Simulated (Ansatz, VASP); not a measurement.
**One calculation of Al3Cu2, two programs**

File INCAR:

```
  ALGO = Fast
  EDIFF = 1E-7
  ENCUT = 520
  GGA = PS
  ISIF = 2
  ISMEAR = 0
  LASPH = T
  LCHARG = F
  LREAL = F
  LWAVE = F
  NBANDS = 24
  NELM = 60
  PREC = Accurate
  SIGMA = 0.15
```

The input KPOINTS:

```
k-points
0
Gamma
  12 12 10
```

Contents of POSCAR:

```
Al3Cu2
1.0
    4.0985855951      0.0000000000      0.0000000000
   -2.0492927975      3.5494792449      0.0000000000
    0.0000000000      0.0000000000      4.7828168322
Al Cu
3 2
Direct
    0.0000000000      0.0000000000      0.0000000000
    0.3333333333      0.6666666667      0.3515059889
    0.6666666667      0.3333333333      0.6484940111
    0.3333333333      0.6666666667      0.8422899951
    0.6666666667      0.3333333333      0.1577100049
```

Input for Ansatz:

```yaml
crystal:
  lattice:
    - [4.0985855951, 0.0, 0.0]
    - [-2.0492927975, 3.5494792449, 0.0]
    - [0.0, 0.0, 4.7828168322]
  atoms:
    - { symbol: Al, position: [0.0, 0.0, 0.0] }
    - { symbol: Al, position: [0.3333333333, 0.6666666667, 0.3515059889] }
    - { symbol: Al, position: [0.6666666667, 0.3333333333, 0.6484940111] }
    - { symbol: Cu, position: [0.3333333333, 0.6666666667, 0.8422899951] }
    - { symbol: Cu, position: [0.6666666667, 0.3333333333, 0.1577100049] }
basis:
  ecutwfc: 420
kpoints:
  mp_grid: { grid: [12, 12, 10] }
hamiltonian:
  xc: pbesol
scf:
  occupations: { method: gaussian, width: 0.15 }
output:
  forces: true
  stress: true
  eigenvalues: true
  write_density: true
  write_potential: true
  elf: true
  volumetric_format: npy
```

Change from the starting cell: strain +0.000 along x and y, -0.040 along z, atoms carried along.

Alike in both runs: task single point; functional PBEsol; k mesh 12 × 12 × 10; occupations gaussian, width 0.15 eV; no spin polarisation.

```csv
,VASP,Ansatz
version,VASP 6.6.1,Ansatz 0.2.0
potentials or method,"VASP PAW PBE potentials, release 64 (Al, Cu), cutoff 520 eV","scalar-relativistic, plane waves, PAW"
valence electrons in the cell,31,47
```

Ansatz gave:

* gap on the k mesh at the Fermi level (eV): none
* pressure (GPa): 5.6
* traceless stress, the component that is largest in VASP (GPa): 6.99
* rms of the force components (eV/Å): 0.070

**Question.** What did VASP give for the same quantities?

**Answer.** gap on the k mesh at the Fermi level (eV): none; pressure (GPa): 5.9; traceless stress, the component that is largest in VASP (GPa): 6.99; rms of the force components (eV/Å): 0.069.

VASP's potentials were made for PBE, not for PBEsol. Atom by atom the forces differ by 0.002 eV/Å (rms over components). A gap of «none» marks a metal or a gap that the smearing closes. VASP's potentials hold 31 valence electrons a cell and Ansatz's 47, so a difference there can come from the potentials and not from the codes.
